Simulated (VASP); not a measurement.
# Rh (P6_3/mmc) in VASP: a series of runs

The runs below take Rh through single point, with PBEsol.

All numbers are computed with VASP 6.6.1; they aren't measurements. Logs are shortened: lines on timing, memory, paths and dates and some standing lists are left out, and cuts for length are marked.

## Step 1: The cell of the first run

It takes space group P6_3/mmc (No. 194, hexagonal). Conventional cell: a = 2.675 Å, b = 2.675 Å, c = 4.338 Å, α = 90.00°, β = 90.00°, γ = 120.00°. Rh (site symmetry -6m2) has 12 Rh at 2.66 to 2.68 Å within 3.5 Å.

## Step 2: Single point, PBEsol

The input, INCAR:

```
ALGO     = Normal         # electronic algorithm
EDIFF    = 1E-6           # SCF threshold, eV
ENCUT    = 520            # plane-wave cutoff, eV
GGA      = PS             # functional
ISIF     = 2              # what is computed and relaxed
ISMEAR   = 0              # smearing method
LASPH    = T              # aspherical terms in the spheres
LCHARG   = T              # write CHGCAR
LELF     = T              # ELF
LREAL    = F              # projectors in reciprocal space
LVHAR    = T            
LWAVE    = F              # write WAVECAR
NBANDS   = 22             # bands
NELM     = 60             # most SCF steps
PREC     = Accurate       # precision mode
SIGMA    = 0.1            # smearing width, eV
```

The input, KPOINTS:

```
k-points
0
Gamma
  12 12 7
```

The input, POSCAR:

```
Rh
1.0
    2.6752291308      0.0000000000      0.0000000000
   -1.3376145654      2.3168163923      0.0000000000
    0.0000000000      0.0000000000      4.3380863070
Rh
2
Direct
    0.6666666667      0.3333333333      0.7500000000
    0.3333333333      0.6666666667      0.2500000000
```

Potentials or basis: VASP PAW PBE potentials, release 64 (Rh_pv).

Run with:

```bash
$ cat potpaw_PBE.64/Rh_pv/POTCAR > POTCAR
$ mpirun -np 1 vasp_std > vasp.out
```

OUTCAR:

```text
EDIFF = 1E-6
   ENCUT = 520
   GGA = PS
   ISIF = 2
   ISMEAR = 0
   LASPH = T
   LREAL = F
   NELM = 60
   PREC = Accurate

 ion  position               nearest neighbor table
   1  0.667  0.333  0.750-   2 2.66   2 2.66   2 2.66   2 2.66   2 2.66   2 2.66
   2  0.333  0.667  0.250-   1 2.66   1 2.66   1 2.66   1 2.66   1 2.66   1 2.66

  LATTYP: Found a hexagonal cell.
 ALAT       =     2.6752291308
 C/A-ratio  =     1.6215756090

  Lattice vectors:

 A1 = (   2.6752291308,   0.0000000000,   0.0000000000)
 A2 = (  -1.3376145654,   2.3168163923,   0.0000000000)
 A3 = (   0.0000000000,   0.0000000000,   4.3380863070)

Analysis of symmetry for initial positions (statically):
=====================================================================
 Subroutine PRICEL returns:
 Original cell was already a primitive cell.

 Routine SETGRP: Setting up the symmetry group for a
 hexagonal supercell.

 Subroutine GETGRP returns: Found 24 space group operations
 (whereof 12 operations were pure point group operations)
 out of a pool of 24 trial point group operations.

The static configuration has the point symmetry D_3d.
 The point group associated with its full space group is D_6h.

Analysis of symmetry for dynamics (positions and initial velocities):
=====================================================================
 Subroutine PRICEL returns:
 Original cell was already a primitive cell.

 Routine SETGRP: Setting up the symmetry group for a
 hexagonal supercell.

 Subroutine GETGRP returns: Found 24 space group operations
 (whereof 12 operations were pure point group operations)
 out of a pool of 24 trial point group operations.

The dynamic configuration has the point symmetry D_3d.
 The point group associated with its full space group is D_6h.

 Subroutine INISYM returns: Found 24 space group operations
 (whereof 12 operations are pure point group operations),
 and found     1 'primitive' translations

----------------------------------------------------------------------------------------

                                     Primitive cell

  volume of cell :      26.8875

  direct lattice vectors                    reciprocal lattice vectors
     2.675229131  0.000000000  0.000000000     0.373799757  0.215813390  0.000000000
    -1.337614565  2.316816392  0.000000000     0.000000000  0.431626780  0.000000000
     0.000000000  0.000000000  4.338086307     0.000000000  0.000000000  0.230516391

  length of vectors
     2.675229131  2.675229134  4.338086307     0.431626781  0.431626780  0.230516391

  position of ions in fractional coordinates (direct lattice)
     0.666666667  0.333333333  0.750000000
     0.333333333  0.666666667  0.250000000

  ion indices of the primitive-cell ions
   primitive index   ion index
                 1           1
                 2           2

----------------------------------------------------------------------------------------

 KPOINTS: k-points

Automatic generation of k-mesh.
 Grid dimensions read from file:
 generate k-points for:   12   12    7

 Generating k-lattice:

  Cartesian coordinates                     Fractional coordinates (reciprocal lattice)
     0.031149980  0.017984449  0.000000000     0.083333333  0.000000000  0.000000000
     0.000000000  0.035968898  0.000000000     0.000000000  0.083333333  0.000000000
     0.000000000  0.000000000  0.032930913     0.000000000  0.000000000  0.142857143

  Length of vectors
     0.035968898  0.035968898  0.032930913

  Shift w.r.t. Gamma in fractional coordinates (k-lattice)
     0.000000000  0.000000000  0.000000000

 Subroutine IBZKPT returns following result:
 ===========================================

 Found     76 irreducible k-points:

 Following reciprocal coordinates:
            Coordinates               Weight
  0.000000  0.000000  0.000000      1.000000
  0.083333 -0.000000  0.000000      6.000000
  0.166667  0.000000  0.000000      6.000000
  0.250000  0.000000  0.000000      6.000000
  0.333333 -0.000000  0.000000      6.000000
  0.416667 -0.000000  0.000000      6.000000
[... 16 lines left out ...]
  0.250000  0.000000  0.142857     12.000000
  0.333333 -0.000000  0.142857     12.000000
 [... further k-points ...]
   k-points           NKPTS =     76   k-points in BZ     NKDIM =     76   number of bands    NBANDS=     22
   number of dos      NEDOS =    301   number of ions     NIONS =      2
   total plane-waves  NPLWV =  12800
   dimension x,y,z NGX =    20 NGY =   20 NGZ =   32
   dimension x,y,z NGXF=    40 NGYF=   40 NGZF=   64
   ions per type =               2
   NGX,Y,Z   is equivalent  to a cutoff of  12.43, 12.43, 12.26 a.u.
   NGXF,Y,Z  is equivalent  to a cutoff of  24.86, 24.86, 24.53 a.u.
 SYSTEM =  unknown system
   PREC   = accura    normal or accurate (medium, high low for compatibility)
   ISTART =      0    job   : 0-new  1-cont  2-samecut
   ICHARG =      2    charge: 1-file 2-atom 10-const
   ISPIN  =      1    spin polarized calculation?
   LNONCOLLINEAR =      F non collinear calculations
   LSORBIT =      F    spin-orbit coupling
   LASPH  =      T    aspherical Exc in radial PAW
   ENCUT  =  520.0 eV  38.22 Ry    6.18 a.u.   4.97  4.97  8.07*2*pi/ulx,y,z
   NELM   =     60;   NELMIN=  2; NELMDL= -5     # of ELM steps
   EDIFF  = 0.1E-05   stopping-criterion for ELM
   LREAL  =      F    real-space projection
   EDIFFG = 0.1E-04   stopping-criterion for IOM
   NSW    =      0    number of steps for IOM
   IBRION =     -1    ionic relax: 0-MD 1-quasi-New 2-CG
   NFREE  =      0    steps in history (QN), initial steepest desc. (CG)
   ISIF   =      2    stress and relaxation
   ISYM   =      2    0-nonsym 1-usesym 2-fastsym
   POTIM  = 0.5000    time-step for ionic-motion
   TEBEG  =    0.0;   TEEND  =   0.0 temperature during run
   PSTRESS=    0.0 pullay stress
   NELECT =      30.0000    total number of electrons
   NUPDOWN=      -1.0000    fix difference up-down
   EMIN   =  10.00;   EMAX   =-10.00  energy-range for DOS
   EFERMI =   0.00;   METHOD = LEGACY
   ISMEAR =     0;   SIGMA  =   0.10  broadening in eV -4-tet -1-fermi 0-gaus
   EFERMI_NEDOS =   21; number of points for ismear=-14 and -15
   IALGO  =     38    algorithm
   IMIX   =      4    mixing-type and parameters
     AMIX     =   0.40;   BMIX     =  1.00
     AMIX_MAG =   1.60;   BMIX_MAG =  1.00
  volume/ion in A,a.u.               =      13.44        90.72
  Fermi-wavevector in a.u.,A,eV,Ry     =   1.697976  3.208710 39.227282  2.883124
  Thomas-Fermi vector in A             =   2.778560
   LORBIT       =      0    0 simple, 1 ext, 2 COOP (PROOUT), +10 PAW based schemes
   GGA     = PS    functional components
   LHFCALC =     F    Hartree Fock is set to
   AEXX    =    0.0000 exact exchange contribution
   IVDW    =     0    specifies the selected vdW correction
   LEPSILON=     F    determine dielectric tensor
   LRPA    =     F    only Hartree local field effects (RPA)
 non-spin polarized calculation
 Gauss-broadening in eV      SIGMA  =   0.10
  energy-cutoff  :      520.00
  volume of cell :       26.89
 maximum number of plane-waves:       744
 NGX is ok and might be reduce to    20
   NGX =  9   NGY =  9   NGZ = 17

 number of electron      30.0000002 magnetization

 Free energy of the ion-electron system (eV)
  ---------------------------------------------------
  ext. energy  EPLUGINS =         0.00000000
  ---------------------------------------------------
  free energy    TOTEN  =       -16.20259461 eV

  energy without entropy =      -16.18618311  energy(sigma->0) =      -16.19438886

 E-fermi :  12.2894     XC(G=0): -14.3622

 val. band max:       12.2770315438   @ k =   0.4167   0.1667   0.1429
 cond. band min:      12.2963359968   @ k =   0.0833  -0.0000   0.4286
 fundamental gap:      0.0193044530
 Fermi energy:        12.2894268827

 k-point     1 :       0.0000    0.0000    0.0000
  band No.  band energies     occupation
      1     -35.0035      2.00000
      2     -34.2969      2.00000
      3     -34.2969      2.00000
      4     -34.1938      2.00000
      5     -34.1828      2.00000
      6     -34.1828      2.00000
[... 14 lines left out ...]
     21      30.3110      0.00000
     22      31.0145      0.00000

 k-point     2 :       0.0833   -0.0000    0.0000
  band No.  band energies     occupation
      1     -34.9860      2.00000
      2     -34.3369      2.00000
      3     -34.3098      2.00000
      4     -34.2243      2.00000
      5     -34.2009      2.00000
      6     -34.1891      2.00000
[... 14 lines left out ...]
     21      30.6000      0.00000
     22      31.2362      0.00000

 k-point     3 :       0.1667    0.0000    0.0000
  band No.  band energies     occupation
      1     -34.9361      2.00000
      2     -34.4464      2.00000
      3     -34.3442      2.00000
      4     -34.3359      2.00000
      5     -34.2225      2.00000
      6     -34.2073      2.00000
[... 14 lines left out ...]
     21      31.0470      0.00000
     22      31.0835      0.00000

 k-point     4 :       0.2500    0.0000    0.0000
  band No.  band energies     occupation
      1     -34.8609      2.00000
      2     -34.5962      2.00000
      3     -34.4842      2.00000
      4     -34.3896      2.00000
      5     -34.2588      2.00000
      6     -34.2333      2.00000
[... 14 lines left out ...]
     21      29.4449      0.00000
     22      29.6145      0.00000

 k-point     5 :       0.3333   -0.0000    0.0000
  band No.  band energies     occupation
      1     -34.7726      2.00000
      2     -34.7459      2.00000
      3     -34.6281      2.00000
      4     -34.4336      2.00000
      5     -34.3081      2.00000
      6     -34.2603      2.00000
[... 417 lines left out ...]
 k-point    22 :       0.1667    0.0000    0.1429
  band No.  band energies     occupation
      1     -34.9069      2.00000
      2     -34.4366      2.00000
      3     -34.3643      2.00000
      4     -34.3375      2.00000
      5     -34.2350      2.00000
      6     -34.2141      2.00000
[... 14 lines left out ...]
     21      30.4880      0.00000
     22      30.8617      0.00000

 k-point    23 :       0.2500    0.0000    0.1429
  band No.  band energies     occupation
      1     -34.8495      2.00000
      2     -34.5763      2.00000
      3     -34.5079      2.00000
      4     -34.3819      2.00000
      5     -34.2672      2.00000
      6     -34.2411      2.00000
[... 14 lines left out ...]
     21      29.4766      0.00000
     22      29.7484      0.00000

 k-point    24 :       0.3333   -0.0000    0.1429
  band No.  band energies     occupation
      1     -34.8259      2.00000
      2     -34.6835      2.00000
      3     -34.6357      2.00000
      4     -34.4251      2.00000
      5     -34.3093      2.00000
      6     -34.2690      2.00000
[... 14 lines left out ...]
     21      27.8577      0.00000
     22      27.9782      0.00000

 [... further k-points ...]

------------------------ aborting loop because EDIFF is reached ----------------------------------------

  FORCE on cell =-STRESS in cart. coord.  units (eV):
  Direction    XX          YY          ZZ          XY          YZ          ZX
  --------------------------------------------------------------------------------------
  -------------------------------------------------------------------------------------
  Total        0.3690486      0.3690486      0.3839524      0.0000000      0.0000000     -0.0000000
  in kB       21.9909182     21.9909182     22.8790079      0.0000000      0.0000000     -0.0000000
  external PRESSURE =      22.2869481 kB  Pullay stress =       0.0000000 kB

 VOLUME and BASIS-vectors are now :
 -----------------------------------------------------------------------------
  energy-cutoff  :      520.00
  volume of cell :       26.89
      direct lattice vectors                 reciprocal lattice vectors
     2.675229131  0.000000000  0.000000000     0.373799757  0.215813390  0.000000000
    -1.337614565  2.316816392  0.000000000     0.000000000  0.431626780  0.000000000
     0.000000000  0.000000000  4.338086307     0.000000000  0.000000000  0.230516391

 POSITION                                       TOTAL-FORCE (eV/Angst)
 -----------------------------------------------------------------------------------
      1.33761      0.77227      3.25356         0.000000     -0.000000      0.000000
     -0.00000      1.54454      1.08452        -0.000000      0.000000      0.000000
 -----------------------------------------------------------------------------------
    total drift:                                0.000000     -0.000000      0.000000

  FREE ENERGIE OF THE ION-ELECTRON SYSTEM (eV)
  ---------------------------------------------------
  free  energy   TOTEN  =       -16.2025946107 eV

  energy  without entropy=      -16.1861831116  energy(sigma->0) =      -16.19438886
```

It took 36 s on 1 thread of Intel Xeon 8259CL, shared host; peak memory 0.13 GiB.

Results:

```yaml
Free_energy: -16.2026 eV
Pressure: 2.2 GPa
Band_gap_on_the_k_mesh: zero (band 15 reaches 12.92 eV, above the bottom of band 16 at 10.40 eV)
```

Levels at points of the mesh, in eV from the Fermi level:
| k point | band 12 | band 13 | band 14 | band 15 | band 16 | band 17 | band 18 | band 19 |
| --- | --- | --- | --- | --- | --- | --- | --- | --- |
| (0.00, 0.00, 0.00) | -2.64 | -2.64 | -1.99 | -1.99 | 0.12 | 0.12 | 0.57 | 8.74 |
| (0.50, 0.00, 0.00) | -2.37 | -2.29 | 0.44 | 0.63 | 0.76 | 3.06 | 5.21 | 10.42 |

Caveat: the PAW data sets were made with another functional, which shifts forces and pressure a little.

## Step 3: Single point, PBEsol

This run uses another cell than the first one, of 13.73 Å³/atom, 1.021 times its volume.

The input, INCAR:

```
PREC = Accurate
ENCUT = 520
EDIFF = 1E-6
ISMEAR = 0
SIGMA = 0.1
LREAL = False
LASPH = True
NELM = 100
ALGO = Normal
ISIF = 2
LWAVE = False
LCHARG = False
GGA = PS
NBANDS = 22
```

The input, KPOINTS:

```
Automatic mesh
0
Gamma
  12 12 7
```

The input, POSCAR:

```
Rh
1.0
    2.6940693933      0.0000000000      0.0000000000
   -1.3470346966      2.3331325382      0.0000000000
    0.0000000000      0.0000000000      4.3686372171
Rh
2
Direct
    0.6666666667      0.3333333333      0.7500000000
    0.3333333333      0.6666666667      0.2500000000
```

Potentials or basis: VASP PAW PBE potentials, release 64 (Rh_pv).

Run with:

```bash
$ cat potpaw_PBE.64/Rh_pv/POTCAR > POTCAR
$ mpirun -np 1 vasp_std > vasp.out
```

It took 35 s on 1 thread of Intel Xeon 8259CL, shared host; peak memory 0.13 GiB.

It converged, with:

- Free energy: -16.2001 eV
- Pressure: -3.9 GPa
- Band gap on the k mesh: zero (band 15 reaches 12.50 eV, above the bottom of band 16 at 10.07 eV)

Levels at points of the mesh, in eV from the Fermi level:
```
           k point  band 11  band 12  band 13  band 14  band 15  band 16  band 17  band 18  band 19  band 20
(0.00, 0.00, 0.00)    -3.08    -2.55    -2.55    -1.93    -1.93     0.12     0.12     0.60     8.53    15.82
(0.50, 0.00, 0.00)    -2.77    -2.29    -2.22     0.43     0.61     0.73     3.00     5.10    10.26    10.72
```

Caveat: the PAW data sets were made with another functional, which shifts forces and pressure a little.
